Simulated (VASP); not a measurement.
## ZnO: single point with PBE

The system is ZnO.

```xyz
24
Lattice="3.0555 0.0000 0.0000 -1.5277 2.6461 0.0000 0.0000 0.0000 30.4099" Properties=species:S:1:pos:R:3 pbc="T T T"
Zn    1.5277    0.8820   10.1854
Zn    0.0000    1.7641   20.2245
Zn    0.0000    1.7641   25.3904
Zn    1.5277    0.8820    5.0195
Zn    1.5277    0.8820   27.9002
Zn    0.0000    1.7641    2.5097
Zn    0.0000    1.7641   12.6953
Zn    1.5277    0.8820   17.7146
Zn    0.0000    0.0000   22.8074
Zn    0.0000    0.0000    7.6025
Zn    0.0000    0.0000   15.2050
Zn    0.0000    0.0000    0.0000
O     1.5277    0.8820   13.9500
O     0.0000    1.7641   16.4599
O     0.0000    1.7641   29.1549
O     1.5277    0.8820    1.2550
O     1.5277    0.8820   21.4742
O     0.0000    1.7641    8.9357
O     0.0000    1.7641    6.2692
O     1.5277    0.8820   24.1407
O     0.0000    0.0000   18.9685
O     0.0000    0.0000   11.4415
O     0.0000    0.0000    3.7635
O     0.0000    0.0000   26.6464
```

```json
{"Program": "VASP 6.6.1", "Task": "single point", "Functional": "PBE", "Potentials or basis": "VASP PAW PBE potentials, release 64 (Zn, O)", "Cutoff": "520 eV", "k mesh": "6 × 6 × 1", "Occupations": "gaussian, width 0.1 eV", "Spin": "no spin polarisation", "Dipole correction": "no", "Further INCAR settings": "LREAL = Auto; ALGO = Normal; EDIFF = 1e-06; NBANDS = 126"}
```

```yaml
Pressure: -0.2 GPa
Largest_force: 0.037 eV/Å
Band_gap_on_the_k_mesh: 0.50 eV (least direct gap 0.54 eV)
```

Forces on the atoms (eV/Å):
```
Zn   0.000  0.000 -0.037
Zn   0.000  0.000  0.037
Zn   0.000  0.000 -0.037
Zn   0.000  0.000  0.037
Zn   0.000  0.000  0.000
Zn   0.000  0.000  0.000
Zn   0.000  0.000  0.000
Zn   0.000  0.000  0.000
Zn   0.000  0.000  0.000
Zn   0.000  0.000  0.000
Zn   0.000  0.000  0.000
Zn   0.000  0.000  0.000
O    0.000  0.000  0.001
O    0.000  0.000 -0.001
O    0.000  0.000  0.001
O    0.000  0.000 -0.001
O    0.000  0.000  0.008
O    0.000  0.000 -0.008
O    0.000  0.000  0.008
O    0.000  0.000 -0.008
O    0.000  0.000  0.011
O    0.000  0.000 -0.011
O    0.000  0.000  0.011
O    0.000  0.000 -0.011
```

Stress tensor (GPa, compression positive):
```
-0.30  0.00  0.00
 0.00 -0.30  0.00
 0.00  0.00 -0.03
```

Levels at points of the mesh, in eV from the valence-band top:
| k point | band 106 | band 107 | band 108 | band 109 | band 110 | band 111 |
| --- | --- | --- | --- | --- | --- | --- |
| (0.00, 0.00, 0.00) | -0.05 | -0.03 | -0.03 | 0.50 | 1.06 | 1.44 |
| (0.50, 0.00, 0.00) | -0.14 | -0.04 | 0.00 | 3.89 | 4.10 | 4.41 |

It took 14 min on 1 thread of Intel Xeon 8259CL, with other jobs on the host, peak memory 0.44 GiB.

Caveat: semilocal functionals underestimate gaps, and a narrow one can read as zero. A k mesh can miss the band edges.
